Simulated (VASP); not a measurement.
## Nb: single point with PBEsol

Crystal: Nb.

```
Nb
1.0
     0.00000    2.11500    2.11500
     2.16787    0.00000    2.11500
     2.16787    2.11500    0.00000
Nb
1
Direct
  0.00000 0.00000 0.00000
```

This cell differs from its parent crystal: strain +0.0250 x Voigt [1, 0, 0, 0, 0, 0].

```json
{
 "Program": "VASP 6.6.1",
 "Task": "single point",
 "Functional": "PBEsol",
 "Potentials or basis": "VASP PAW PBE potentials, release 64 (Nb_sv)",
 "Cutoff": "500 eV",
 "k mesh": "20 × 20 × 20",
 "Occupations": "gaussian, width 0.15 eV",
 "Spin": "no spin polarisation",
 "Dipole correction": "no",
 "Further INCAR settings": "ALGO = Normal; EDIFF = 1e-06; NBANDS = 12"
}
```

- Pressure: -10.8 GPa
- Band gap on the k mesh: zero (an odd number of electrons rules out a gap without spin polarisation)

Stress tensor (GPa, compression positive):
```
 -7.05   0.00   0.00
  0.00 -12.75   0.00
  0.00   0.00 -12.75
```

Levels at points of the mesh, in eV from the Fermi level:
| k point | band 3 | band 4 | band 5 | band 6 | band 7 | band 8 | band 9 | band 10 |
| --- | --- | --- | --- | --- | --- | --- | --- | --- |
| (0.00, 0.00, 0.00) | -30.19 | -30.19 | -6.17 | -0.06 | 0.22 | 0.22 | 2.41 | 2.78 |
| (0.50, 0.00, 0.00) | -30.36 | -30.32 | -3.72 | -0.20 | 0.09 | 1.26 | 4.41 | 4.57 |
| (0.50, 0.50, 0.00) | -30.62 | -30.57 | -3.89 | -3.17 | 3.53 | 4.44 | 4.89 | 5.18 |
| (0.00, 0.50, 0.50) | -30.55 | -30.55 | -3.89 | -3.13 | 3.11 | 4.48 | 5.02 | 5.02 |

Wall time 110 s on 1 thread of Intel Xeon 8259CL (shared host), peak memory 0.26 GiB.

Caveat: the cell differs from its parent crystal (strain +0.0250 x Voigt [1, 0, 0, 0, 0, 0]); the cell stands under tension; the PAW data sets were made with another functional, which shifts forces and pressure a little.
